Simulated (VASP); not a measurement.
Ca3SbP, 5 atoms in the cell. It takes space group Pm-3m (No. 221, cubic). Conventional cell: a = 5.376 Å, b = 5.376 Å, c = 5.376 Å, α = 90.00°, β = 90.00°, γ = 90.00°. Within 3.5 Å of Ca (site symmetry 4/mmm) lie 2 P at 2.69 Å. Sb (site symmetry m-3m) has 12 Ca at 3.80 Å and 8 P at 4.66 Å within 5.0 Å. Within 3.5 Å of P (site symmetry m-3m) lie 6 Ca at 2.69 Å. 

| Quantity | Value |
| --- | --- |
| Program | VASP 6.6.1 |
| Task | single point |
| Functional | r2SCAN |
| Potentials or basis | VASP PAW PBE potentials, release 64 (Ca_sv, Sb, P) |
| Cutoff | 520 eV |
| k mesh | 3 × 3 × 3 |
| Occupations | gaussian, width 0.01 eV |
| Spin | no spin polarisation |
| Dipole correction | no |
| Further INCAR settings | ALGO = Normal; EDIFF = 1e-06; NBANDS = 28 |

Potentials or basis: VASP PAW PBE potentials, release 64 (Ca_sv, Sb, P).

Launch:

```bash
$ cat potpaw_PBE.64/Ca_sv/POTCAR potpaw_PBE.64/Sb/POTCAR potpaw_PBE.64/P/POTCAR > POTCAR
$ cp INCAR.step1 INCAR
$ mpirun -np 1 vasp_std > vasp.out
$ cp INCAR.step2 INCAR
$ mpirun -np 1 vasp_std > vasp.out
```

Hardware: 1 thread of Intel(R) Xeon(R) Platinum 8375C CPU @ 2.90GHz (Ice Lake), on a shared host.

Task: How long does it take, and how much memory?

Result: Run time: 61 s on 1 thread of Intel(R) Xeon(R) Platinum 8375C CPU @ 2.90GHz (Ice Lake) (shared host), peak memory 0.26 GiB. Counts: k points 4.
